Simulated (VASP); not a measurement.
Input of a VASP 6.6.1 run:

File INCAR:

```
SYSTEM = Nb
  PREC = Accurate
  ENCUT = 600
  EDIFF = 1E-6
  ISMEAR = -1
  SIGMA = 0.05
  LREAL = .FALSE.
  LASPH = .TRUE.
  NELM = 60
  ALGO = Fast
  ISIF = 3
  LWAVE = .FALSE.
  LCHARG = .FALSE.
  GGA = PS
  IBRION = 2
  NSW = 60
  EDIFFG = -0.01
  PSTRESS = 200.0
```

File KPOINTS:

```
Automatic mesh
0
G
  11 11 11
  0 0 0
```

File POSCAR:

```
Nb
1.0
    0.0000000000      2.1150000000      2.1150000000
    2.1150000000      0.0000000000      2.1150000000
    2.1150000000      2.1150000000      0.0000000000
Nb
1
Direct
    0.0000000000      0.0000000000      0.0000000000
```

Potentials or basis: VASP PAW PBE potentials, release 64 (Nb_sv).

Run with:

```bash
$ cat potpaw_PBE.64/Nb_sv/POTCAR > POTCAR
$ mpirun -np 1 vasp_std > vasp.out
```

Estimate the space group after relaxing (to 0.05 Å).

Fm-3m (No. 225).

What does it give for the relaxed cell?

a = 2.852 Å, b = 2.852 Å, c = 2.852 Å, α = 60.00°, β = 60.00°, γ = 60.00°.

Final structure:
```cif
data_structure
_symmetry_space_group_name_H-M 'P 1'
_symmetry_Int_Tables_number 1
_cell_length_a 2.8522
_cell_length_b 2.8522
_cell_length_c 2.8522
_cell_angle_alpha 60.000
_cell_angle_beta 60.000
_cell_angle_gamma 60.000
_cell_volume 16.41
loop_
_atom_site_label
_atom_site_type_symbol
_atom_site_fract_x
_atom_site_fract_y
_atom_site_fract_z
_atom_site_occupancy
Nb1 Nb 0.00000 0.00000 0.00000 1
```
